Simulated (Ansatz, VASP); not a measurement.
BaTiO3: VASP beside Ansatz

```
Ba Ti O
1.0
     2.94634    1.70107    2.41660
    -2.94634    1.70107    2.41660
     0.00000   -3.40214    2.41660
Ba Ti O
1 1 3
Direct
  0.00928 0.00928 0.00928
  0.52261 0.52261 0.52261
  0.48551 0.96819 0.48551
  0.48551 0.48551 0.96819
  0.96819 0.48551 0.48551
```

Change from the starting cell: equal strain along all axes, cell held, atoms relaxed: +3.0 %.

Alike in both runs: functional PBE; k mesh 6 × 6 × 6; occupations gaussian, width 0.02 eV; no spin polarisation; Hubbard terms Ti d U = 4.0 eV.

Ansatz relaxed the structure, and its values are those at the end. VASP's run is a single point on that final structure, the one shown.

|  | VASP | Ansatz |
| --- | --- | --- |
| version | VASP 6.6.1 | Ansatz 0.2.0 |
| potentials or method | VASP PAW PBE potentials, release 64 (Ba_sv, Ti_sv, O), cutoff 520 eV | scalar-relativistic, plane waves, PAW |
| valence electrons in the cell | 40 | 40 |

```tsv
	VASP	Ansatz	Ansatz less VASP
gap on the k mesh at the Fermi level (eV)	3.09	3.07	-0.015
least direct gap on the mesh (eV)	3.65	3.63	-0.029
pressure (GPa)	-3.7	-6.5	-2.84
rms of the force components (eV/Å)	0.315	0.002	-0.3131
```

The programs project onto different local orbitals, so the same U acts differently, and such runs can settle in different states. Ansatz's warnings: stress scf threshold loose.

Spin-orbit coupling is off throughout.
